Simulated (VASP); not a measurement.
Here is a VASP 6.6.1 calculation.

Contents of INCAR:

```
SYSTEM = Ca2S
ALGO = Normal
EDIFF = 1E-7
ENCUT = 520
GGA = PE
ISIF = 2
ISMEAR = 0
LASPH = .True.
LCHARG = .True.
LELF = .True.
LREAL = .False.
LVHAR = .True.
LWAVE = .False.
NBANDS = 35
NELM = 80
PREC = Accurate
SIGMA = 0.1
```

File KPOINTS:

```
k-points
0
Gamma
  8 8 8
  0 0 0
```

File POSCAR:

```
Ca2S
1.0
    0.0000000000      4.5276305965      4.5276305965
    4.5276305965      0.0000000000      4.5276305965
    4.5276305965      4.5276305965      0.0000000000
Ca S
4 2
Direct
    0.6250000000      0.6250000000      0.6250000000
    0.1250000000      0.6250000000      0.6250000000
    0.6250000000      0.6250000000      0.1250000000
    0.6250000000      0.1250000000      0.6250000000
    0.0000000000      0.0000000000      0.0000000000
    0.2500000000      0.2500000000      0.2500000000
```

Potentials or basis: VASP PAW PBE potentials, release 64 (Ca_sv, S).

Launch:

```sh
$ cat potpaw_PBE.64/Ca_sv/POTCAR potpaw_PBE.64/S/POTCAR > POTCAR
$ mpirun -np 1 vasp_std > vasp.out
```

Problem. What does it give for the pressure?

Solution. 0.0 GPa.

Problem. Estimate the band gap on the k mesh.

Solution. Zero (bands 26 and 27 overlap by 0.24 eV).

Caveat: semilocal functionals underestimate gaps, and a narrow one can read as zero.
